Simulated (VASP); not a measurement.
The system is CsCl.

```
CELL_PARAMETERS angstrom
4.20293 0.00000 0.00000
0.00000 4.20293 0.00000
0.00000 0.00000 4.20293
ATOMIC_POSITIONS crystal
Cs 0.00000 0.00000 0.00000
Cl 0.50000 0.50000 0.50000
```

- Program: VASP 6.6.1
- Task: relaxation of cell and atoms
- Functional: PBEsol
- Potentials or basis: VASP PAW PBE potentials, release 64 (Cs_sv, Cl)
- Cutoff: 500 eV
- k mesh: 6 × 6 × 6
- Occupations: fermi-dirac, width 0.02 eV
- Spin: no spin polarisation

At the start: pressure -1.4 GPa; volume 37.12 Å³/atom.

Q: How do energy, volume and symmetry change on relaxing?

A: Over 4 steps the energy falls by 15.9 meV/atom and the volume is 33.75 Å³/atom (-9.1 %); space group Pm-3m (No. 221, to 0.1 Å) before and after.

The path:
```tsv
step	energy change (eV)	largest force (eV/Å)	pressure (GPa)	volume (Å³)
1	0.0000	0.0000	-1.38	74.24
2	-0.0232	0.0000	-0.80	70.87
3	-0.0318	0.0000	-0.08	67.80
4	-0.0319	0.0000	0.01	67.50
```

Final structure:
```
Cs Cl
1.0
     4.07172    0.00000    0.00000
     0.00000    4.07172    0.00000
     0.00000    0.00000    4.07172
Cs Cl
1 1
Direct
  0.00000 0.00000 0.00000
  0.50000 0.50000 0.50000
```

Caveat: the PAW data sets were made with another functional, which shifts forces and pressure a little.
